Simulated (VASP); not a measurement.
# Al15N15F (a cell with a defect) in VASP: further runs, part 2 of 2

VASP 6.6.1. Earlier steps stand in the parts before.

## Step 3: Relaxation of the atoms, PBE

File INCAR:

```
  ALGO = Normal
  EDIFF = 1E-7
  EDIFFG = -0.03
  ENCUT = 520
  GGA = PE
  GGA_COMPAT = False
  IBRION = 2
  ISIF = 2
  ISMEAR = -1
  LASPH = True
  LCHARG = False
  LREAL = Auto
  LWAVE = False
  NELM = 120
  NELMIN = 4
  NSW = 100
  PREC = Accurate
  SIGMA = 0.01
```

File KPOINTS:

```
Automatic mesh
0
Gamma
  1 1 1
  0.25 0.25 0.25
```

File POSCAR:

```
Al15N15F
1.0
    6.2595139100      0.0000000600      0.0000000000
   -3.1297570100      5.4208980300      0.0000000000
    0.0000000000      0.0000000000     10.0348065900
Al F N
15 1 15
Direct
    0.3333333300      0.1666666700      0.2496176900
    0.3333333300      0.1666666700      0.7496176900
    0.1666666700      0.3333333300      0.9996176900
    0.3333333300      0.6666666700      0.2496176900
    0.1666666700      0.8333333300      0.4996176900
    0.3333333300      0.6666666700      0.7496176900
    0.1666666700      0.8333333300      0.9996176900
    0.8333333300      0.1666666700      0.2496176900
    0.6666666700      0.3333333300      0.4996176900
    0.8333333300      0.1666666700      0.7496176900
    0.6666666700      0.3333333300      0.9996176900
    0.8333333300      0.6666666700      0.2496176900
    0.6666666700      0.8333333300      0.4996176900
    0.8333333300      0.6666666700      0.7496176900
    0.6666666700      0.8333333300      0.9996176900
    0.3333333300      0.1666666700      0.4403823100
    0.1666666700      0.3333333300      0.1903823100
    0.3333333300      0.1666666700      0.9403823100
    0.1666666700      0.3333333300      0.6903823100
    0.3333333300      0.6666666700      0.4403823100
    0.1666666700      0.8333333300      0.1903823100
    0.3333333300      0.6666666700      0.9403823100
    0.1666666700      0.8333333300      0.6903823100
    0.8333333300      0.1666666700      0.4403823100
    0.6666666700      0.3333333300      0.1903823100
    0.8333333300      0.1666666700      0.9403823100
    0.6666666700      0.3333333300      0.6903823100
    0.8333333300      0.6666666700      0.4403823100
    0.6666666700      0.8333333300      0.1903823100
    0.8333333300      0.6666666700      0.9403823100
    0.6666666700      0.8333333300      0.6903823100
```

Potentials or basis: VASP PAW PBE potentials, release 64 (Al, F, N).

Command:

```
cat potpaw_PBE.64/Al/POTCAR potpaw_PBE.64/F/POTCAR potpaw_PBE.64/N/POTCAR > POTCAR
mpirun -np 1 vasp_std > vasp.out
```

Run time: 29 min. Hardware: 1 thread of Intel Xeon 8259CL, shared host; peak memory 0.51 GiB.

It converged, with:

| Property | Result |
| --- | --- |
| Free energy | -226.9456 eV |
| Energy gained by relaxing | 42.6 meV/atom |
| Ionic steps | 14 |
| Pressure after relaxing | 0.8 GPa |
| Largest force after relaxing | 0.028 eV/Å |
| Band gap on the k mesh | zero (an odd number of electrons rules out a gap without spin polarisation) |

Forces on the atoms (eV/Å):
```
Al   0.003 -0.002 -0.016
Al  -0.009  0.005 -0.004
Al  -0.015  0.009 -0.002
Al   0.000  0.001  0.009
Al   0.009 -0.013 -0.001
Al   0.010  0.018  0.013
Al  -0.011 -0.011 -0.009
Al  -0.001  0.000  0.009
Al   0.016 -0.001 -0.001
Al  -0.010 -0.018  0.013
Al   0.004  0.015 -0.009
Al   0.002 -0.001  0.023
Al   0.008 -0.005  0.007
Al  -0.014  0.008 -0.015
Al   0.001 -0.001 -0.003
F    0.002 -0.001 -0.002
N   -0.006  0.004  0.008
N   -0.009  0.005  0.026
N   -0.015  0.008  0.005
N    0.013 -0.023  0.000
N    0.001  0.003  0.008
N    0.001  0.015 -0.007
N    0.001 -0.003 -0.014
N    0.026  0.000  0.000
N   -0.002 -0.003  0.008
N   -0.012 -0.008 -0.007
N    0.003  0.001 -0.014
N    0.018 -0.011  0.012
N    0.003 -0.002 -0.009
N   -0.013  0.007 -0.014
N   -0.004  0.002 -0.014
```

Stress tensor (GPa, compression positive):
```
-0.46 -0.06 -0.19
-0.06 -0.53  0.11
-0.19  0.11  3.31
```

The path:
```
step  energy change (eV)  largest force (eV/Å)  pressure (GPa)
   1              0.0000                3.4635           -1.71
   2             -1.0623                0.9044            0.13
   3             -1.0885                0.9149           -0.22
   4             -1.2386                0.5843            0.18
   5             -1.2390                0.5787            0.20
   6             -1.2919                0.3039            0.51
   7             -1.2926                0.2698            0.55
   8             -1.3133                0.1625            0.73
   9             -1.3135                0.1988            0.76
  10             -1.3192                0.1641            0.78
  11             -1.3195                0.1126            0.77
  12             -1.3211                0.0638            0.77
  13             -1.3211                0.0599            0.77
  14             -1.3219                0.0284            0.77
```

Final structure:
```cif
data_structure
_symmetry_space_group_name_H-M 'P 1'
_symmetry_Int_Tables_number 1
_cell_length_a 6.2595
_cell_length_b 6.2595
_cell_length_c 10.0348
_cell_angle_alpha 90.000
_cell_angle_beta 90.000
_cell_angle_gamma 120.000
_cell_volume 340.50
loop_
_atom_site_label
_atom_site_type_symbol
_atom_site_fract_x
_atom_site_fract_y
_atom_site_fract_z
_atom_site_occupancy
Al1 Al 0.33203 0.16797 0.23403 1
Al2 Al 0.32983 0.17017 0.75062 1
Al3 Al 0.16501 0.33499 0.99594 1
Al4 Al 0.33589 0.66783 0.25223 1
Al5 Al 0.15631 0.80564 0.50543 1
Al6 Al 0.33239 0.66370 0.74871 1
Al7 Al 0.16648 0.83209 0.99971 1
Al8 Al 0.83217 0.16411 0.25223 1
Al9 Al 0.69436 0.34369 0.50543 1
Al10 Al 0.83630 0.16761 0.74871 1
Al11 Al 0.66791 0.33352 0.99971 1
Al12 Al 0.83188 0.66812 0.24874 1
Al13 Al 0.66675 0.83325 0.50462 1
Al14 Al 0.83194 0.66806 0.75213 1
Al15 Al 0.66609 0.83391 0.99939 1
F1 F 0.34217 0.15783 0.43099 1
N1 N 0.16546 0.33454 0.19008 1
N2 N 0.33415 0.16584 0.94277 1
N3 N 0.16561 0.33439 0.70384 1
N4 N 0.35218 0.69878 0.43568 1
N5 N 0.16520 0.83334 0.19065 1
N6 N 0.33379 0.66955 0.94089 1
N7 N 0.16660 0.83656 0.68992 1
N8 N 0.80122 0.14782 0.43568 1
N9 N 0.66666 0.33480 0.19065 1
N10 N 0.83045 0.16621 0.94089 1
N11 N 0.66344 0.33340 0.68992 1
N12 N 0.83300 0.66700 0.43949 1
N13 N 0.66741 0.83259 0.18765 1
N14 N 0.83375 0.66625 0.94062 1
N15 N 0.66690 0.83310 0.69301 1
```

Levels at points of the mesh, in eV from the Fermi level:
```
           k point  band 60  band 61  band 62  band 63  band 64  band 65  band 66  band 67
(0.25, 0.25, 0.25)    -1.52    -1.44    -1.04    -0.77    -0.06     4.43     4.81     5.08
```

Caveat: the k points lie up to 0.58 Å⁻¹ apart, too coarse for converged energies and pressures of a metal; an odd number of electrons without spin polarisation forces a metal; a magnetic or distorted state may lie lower.

## Step 4: Relaxation of the atoms, PBE

File INCAR:

```
SYSTEM = Al15N15F
  ALGO = Normal
  EDIFF = 1E-7
  EDIFFG = -0.03
  ENCUT = 520
  GGA = PE
  GGA_COMPAT = .False.
  IBRION = 2
  ISIF = 2
  ISMEAR = -1
  LASPH = .True.
  LCHARG = .False.
  LREAL = Auto
  LWAVE = .False.
  NELECT = 126.0
  NELM = 120
  NELMIN = 4
  NSW = 100
  PREC = Accurate
  SIGMA = 0.01
```

KPOINTS is that of step 3.

POSCAR is that of step 3.

Potentials or basis: VASP PAW PBE potentials, release 64 (Al, F, N).

Command:

```
cat potpaw_PBE.64/Al/POTCAR potpaw_PBE.64/F/POTCAR potpaw_PBE.64/N/POTCAR > POTCAR
mpirun -np 1 vasp_std > vasp.out
```

OUTCAR:

```text
SYSTEM = Al15N15F
   EDIFF = 1E-7
   EDIFFG = -0.03
   ENCUT = 520
   GGA = PE
   IBRION = 2
   ISIF = 2
   ISMEAR = -1
   LASPH = .True.
   LREAL = Auto
   NELECT = 126.0
   NELM = 120
   NELMIN = 4
   NSW = 100
   PREC = Accurate

 ion  position               nearest neighbor table
   1  0.333  0.167  0.250-  17 1.90  25 1.90  21 1.90  16 1.91   3 3.09   9 3.09  11 3.09   5 3.09
                             7 3.09  12 3.13  12 3.13   8 3.13   8 3.13   4 3.13   4 3.13
   2  0.333  0.167  0.750-  19 1.90  27 1.90  23 1.90  18 1.91   3 3.09   9 3.09  11 3.09   5 3.09
                             7 3.09  14 3.13  14 3.13  10 3.13  10 3.13   6 3.13   6 3.13
   3  0.167  0.333  1.000-  18 1.90  26 1.90  22 1.90  17 1.91   1 3.09   2 3.09   8 3.09  10 3.09
                             4 3.09   6 3.09  15 3.13  15 3.13  11 3.13  11 3.13   7 3.13   7 3.13
   4  0.333  0.667  0.250-  21 1.90  29 1.90  17 1.90  20 1.91   5 3.09   7 3.09  13 3.09  15 3.09
                             3 3.09   8 3.13   8 3.13  12 3.13  12 3.13   1 3.13   1 3.13
   5  0.167  0.833  0.500-  20 1.90  28 1.90  16 1.90  23 1.91   4 3.09   6 3.09  12 3.09  14 3.09
                             1 3.09   2 3.09   9 3.13   9 3.13  13 3.13  13 3.13
   6  0.333  0.667  0.750-  23 1.90  31 1.90  19 1.90  22 1.91   5 3.09   7 3.09  13 3.09  15 3.09
                             3 3.09  10 3.13  10 3.13  14 3.13  14 3.13   2 3.13   2 3.13
   7  0.167  0.833  1.000-  22 1.90  30 1.90  18 1.90  21 1.91   4 3.09   6 3.09  12 3.09  14 3.09
                             1 3.09   2 3.09  11 3.13  11 3.13  15 3.13  15 3.13   3 3.13   3 3.13
   8  0.833  0.167  0.250-  25 1.90  17 1.90  29 1.90  24 1.91   9 3.09  11 3.09   3 3.09  13 3.09
                            15 3.09   4 3.13   4 3.13   1 3.13   1 3.13  12 3.13  12 3.13
   9  0.667  0.333  0.500-  24 1.90  16 1.90  28 1.90  27 1.91   8 3.09  10 3.09   1 3.09   2 3.09
[... 15 lines left out ...]
  18  0.333  0.167  0.940-   3 1.90  11 1.90   7 1.90   2 1.91
  19  0.167  0.333  0.690-   2 1.90  10 1.90   6 1.90
  20  0.333  0.667  0.440-   5 1.90  13 1.90   4 1.91
  21  0.167  0.833  0.190-   4 1.90  12 1.90   1 1.90   7 1.91
  22  0.333  0.667  0.940-   7 1.90  15 1.90   3 1.90   6 1.91
  23  0.167  0.833  0.690-   6 1.90  14 1.90   2 1.90   5 1.91
  24  0.833  0.167  0.440-   9 1.90  13 1.90   8 1.91
  25  0.667  0.333  0.190-   8 1.90   1 1.90  12 1.90  11 1.91
  26  0.833  0.167  0.940-  11 1.90   3 1.90  15 1.90  10 1.91
[... 228 lines left out ...]

  energy without entropy =     -231.63958408  energy(sigma->0) =     -231.63958453

------------------------ aborting loop because EDIFF is reached ----------------------------------------

  FORCE on cell =-STRESS in cart. coord.  units (eV):
  Direction    XX          YY          ZZ          XY          YZ          ZX
  --------------------------------------------------------------------------------------
  -------------------------------------------------------------------------------------
  Total      -14.6650720    -14.6664428     -9.9325991     -0.0011871      0.2094746     -0.3628204
  in kB      -69.0039461    -69.0103960    -46.7361176     -0.0055858      0.9856463     -1.7071882
  external PRESSURE =     -61.5834866 kB  Pullay stress =       0.0000000 kB
[... 176 lines left out ...]
  FREE ENERGIE OF THE ION-ELECTRON SYSTEM (eV)
  ---------------------------------------------------
  free  energy   TOTEN  =      -232.6059972687 eV

  energy  without entropy=     -232.6059971142  energy(sigma->0) =     -232.60599719

[... ionic steps 4 to 17 ...]

--------------------------------------- Ionic step       18  -------------------------------------------

 number of electron     125.9999995 magnetization

------------------------ aborting loop because EDIFF is reached ----------------------------------------
[... 125 lines left out ...]
--------------------------------------- Ionic step       20  -------------------------------------------

 number of electron     125.9999995 magnetization

 Free energy of the ion-electron system (eV)
  ---------------------------------------------------
  ext. energy  EPLUGINS =         0.00000000
  ---------------------------------------------------
  free energy    TOTEN  =      -232.98003806 eV

  energy without entropy =     -232.98003806  energy(sigma->0) =     -232.98003806

 E-fermi :   5.7259     XC(G=0): -10.5542

 val. band max:        5.5148993289   @ k =  -0.2500   0.5000   0.2500
 cond. band min:       5.9371343237   @ k =   0.2500   0.2500   0.2500
 fundamental gap:      0.4222349948
 Fermi energy:         5.7259491458

 k-point     1 :       0.2500    0.2500    0.2500
  band No.  band energies     occupation
      1     -19.4084      2.00000
      2      -9.0853      2.00000
      3      -8.7439      2.00000
      4      -8.5108      2.00000
      5      -8.3289      2.00000
      6      -8.2262      2.00000
[... 223 lines left out ...]
     74      12.2793      0.00000
     75      12.3978      0.00000
 [bands above 75 left out]

------------------------ aborting loop because EDIFF is reached ----------------------------------------

  FORCE on cell =-STRESS in cart. coord.  units (eV):
  Direction    XX          YY          ZZ          XY          YZ          ZX
  --------------------------------------------------------------------------------------
  -------------------------------------------------------------------------------------
  Total       -9.1999355    -10.6788241     -2.2226272     -1.2807550      0.2783717     -0.4821540
  in kB      -43.2886966    -50.2473495    -10.4581855     -6.0263699      1.3098296     -2.2686916
  external PRESSURE =     -34.6647439 kB  Pullay stress =       0.0000000 kB
[... 46 lines left out ...]
  FREE ENERGIE OF THE ION-ELECTRON SYSTEM (eV)
  ---------------------------------------------------
  free  energy   TOTEN  =      -232.9800380570 eV

  energy  without entropy=     -232.9800380568  energy(sigma->0) =     -232.98003806

 reached required accuracy - stopping structural energy minimisation
```

It took 38 min on 1 thread of Intel Xeon 8259CL, shared host; peak memory 0.51 GiB.

What came out:

```
Free energy                  : -232.9800 eV
Energy gained by relaxing    : 43.2 meV/atom
Ionic steps                  : 20
Largest force after relaxing : 0.030 eV/Å
```

Forces on the atoms (eV/Å):
```
Al  -0.013  0.008  0.003
Al   0.000  0.000 -0.012
Al  -0.009  0.005  0.000
Al  -0.005  0.005  0.003
Al   0.013 -0.007 -0.010
Al   0.000 -0.008  0.009
Al   0.010  0.002  0.005
Al  -0.007  0.002  0.003
Al   0.013 -0.008 -0.010
Al   0.007  0.004  0.009
Al   0.003 -0.010  0.005
Al   0.001  0.000 -0.020
Al   0.002 -0.001  0.022
Al   0.007 -0.004  0.006
Al  -0.010  0.006  0.008
F    0.002 -0.001  0.001
N    0.015 -0.009 -0.012
N    0.002 -0.001  0.019
N    0.002 -0.001 -0.018
N   -0.013  0.012 -0.010
N   -0.005  0.008 -0.001
N    0.002  0.002  0.012
N    0.001 -0.003  0.013
N   -0.017  0.005 -0.010
N   -0.009  0.001 -0.001
N   -0.001 -0.003  0.012
N    0.003  0.001  0.013
N    0.002 -0.001 -0.030
N   -0.001  0.001 -0.021
N   -0.007  0.004  0.017
N    0.011 -0.006 -0.007
```

Step by step:
```tsv
step	energy change (eV)	largest force (eV/Å)	pressure (GPa)
1	0.0000	3.2526	-6.16
2	-0.9544	0.9945	-4.58
3	-0.9664	1.0695	-4.79
4	-1.1555	0.6018	-4.26
5	-1.1574	0.7081	-4.19
6	-1.2576	0.3565	-3.80
7	-1.2616	0.4405	-3.70
8	-1.3080	0.1929	-3.52
9	-1.3101	0.2487	-3.46
10	-1.3240	0.1528	-3.44
11	-1.3240	0.1533	-3.44
12	-1.3308	0.1171	-3.44
13	-1.3311	0.1351	-3.44
14	-1.3365	0.0689	-3.47
15	-1.3368	0.0959	-3.48
16	-1.3386	0.0874	-3.47
17	-1.3386	0.0851	-3.47
18	-1.3398	0.0327	-3.47
19	-1.3400	0.0471	-3.47
20	-1.3405	0.0299	-3.47
```

Final structure:
```yaml
crystal:
  lattice:
    - [6.25951, 0.00000, 0.00000]
    - [-3.12976, 5.42090, 0.00000]
    - [0.00000, 0.00000, 10.03481]
  atoms:
    - { symbol: Al, position: [0.33191, 0.16809, 0.23190] }
    - { symbol: Al, position: [0.32897, 0.17103, 0.75117] }
    - { symbol: Al, position: [0.16354, 0.33646, 0.99819] }
    - { symbol: Al, position: [0.34030, 0.67212, 0.24780] }
    - { symbol: Al, position: [0.16093, 0.81360, 0.50658] }
    - { symbol: Al, position: [0.33363, 0.66891, 0.75000] }
    - { symbol: Al, position: [0.16556, 0.83282, 0.99917] }
    - { symbol: Al, position: [0.82788, 0.15970, 0.24780] }
    - { symbol: Al, position: [0.68640, 0.33907, 0.50658] }
    - { symbol: Al, position: [0.83109, 0.16637, 0.75000] }
    - { symbol: Al, position: [0.66718, 0.33444, 0.99917] }
    - { symbol: Al, position: [0.83346, 0.66654, 0.24761] }
    - { symbol: Al, position: [0.67627, 0.82373, 0.51038] }
    - { symbol: Al, position: [0.83322, 0.66678, 0.75373] }
    - { symbol: Al, position: [0.66728, 0.83272, 0.99772] }
    - { symbol: F, position: [0.34133, 0.15867, 0.43365] }
    - { symbol: N, position: [0.16416, 0.33584, 0.19406] }
    - { symbol: N, position: [0.33172, 0.16828, 0.94276] }
    - { symbol: N, position: [0.16242, 0.33758, 0.70049] }
    - { symbol: N, position: [0.37301, 0.72217, 0.43387] }
    - { symbol: N, position: [0.16665, 0.83397, 0.19069] }
    - { symbol: N, position: [0.33303, 0.66907, 0.94075] }
    - { symbol: N, position: [0.16719, 0.83875, 0.68989] }
    - { symbol: N, position: [0.77783, 0.12699, 0.43387] }
    - { symbol: N, position: [0.66603, 0.33335, 0.19069] }
    - { symbol: N, position: [0.83093, 0.16697, 0.94075] }
    - { symbol: N, position: [0.66125, 0.33281, 0.68989] }
    - { symbol: N, position: [0.83845, 0.66155, 0.43954] }
    - { symbol: N, position: [0.66943, 0.83057, 0.18598] }
    - { symbol: N, position: [0.83435, 0.66565, 0.94064] }
    - { symbol: N, position: [0.66794, 0.83206, 0.69508] }
```

Caveat: the k points lie up to 0.58 Å⁻¹ apart; the cell carries a net charge on a neutralising background, which shifts energy and pressure; the cell is charged against a uniform background, so pressure and absolute levels hang on convention.

The gap in the log of VASP goes by the Fermi energy; the results here count the filled bands.